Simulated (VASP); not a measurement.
Write the native input for VASP 6.6.1 that does the following.

```yaml
Task: single point
Functional: LDA
Potentials_or_basis: VASP PAW LDA potentials, release 64 (Pt, Ti_sv)
Cutoff: 520 eV
k_mesh: 7 × 7 × 7
Occupations: fermi-dirac, width 0.05 eV
Spin: no spin polarisation
Dipole_correction: no
Further_INCAR_settings: ALGO = Normal; EDIFF = 1e-06; NBANDS = 29
```

The structure of TiPt3 lies in POSCAR:

```
TiPt3
1.0
    3.8443313815      0.0000000000      0.0000000000
    0.0000000000      3.8443313815      0.0000000000
    0.0000000000      0.0000000000      3.8443313815
Pt Ti
3 1
Direct
    0.5000000000      0.5000000000      0.0000000000
    0.5000000000      0.0000000000      0.5000000000
    0.0000000000      0.5000000000      0.5000000000
    0.0000000000      0.0000000000      0.0000000000
```

The input as run:

INCAR

```
PREC = Accurate
ENCUT = 520
EDIFF = 1E-6
ISMEAR = -1
SIGMA = 0.05
LREAL = False
LASPH = True
NELM = 60
ALGO = Normal
ISIF = 2
LWAVE = False
LCHARG = False
GGA = CA
NBANDS = 29
```

KPOINTS

```
regular mesh
0
Gamma
  7 7 7
```

Potentials or basis: VASP PAW LDA potentials, release 64 (Pt, Ti_sv).

Run with:

```sh
$ cat potpaw_LDA.64/Pt/POTCAR potpaw_LDA.64/Ti_sv/POTCAR > POTCAR
$ mpirun -np 1 vasp_std > vasp.out
```

Results of the run:

| Property | Result |
| --- | --- |
| Pressure | 7.5 GPa |
| Band gap on the k mesh | zero (bands 21 and 22 overlap by 1.63 eV) |

Caveat: the cell stands under pressure; spin-orbit coupling is left out, which moves the levels of the heavy elements.

It took 30 s on 1 thread of Intel(R) Xeon(R) Platinum 8259CL CPU @ 2.50GHz (Skylake/Cascade Lake), with other jobs on the host, peak memory 0.16 GiB.
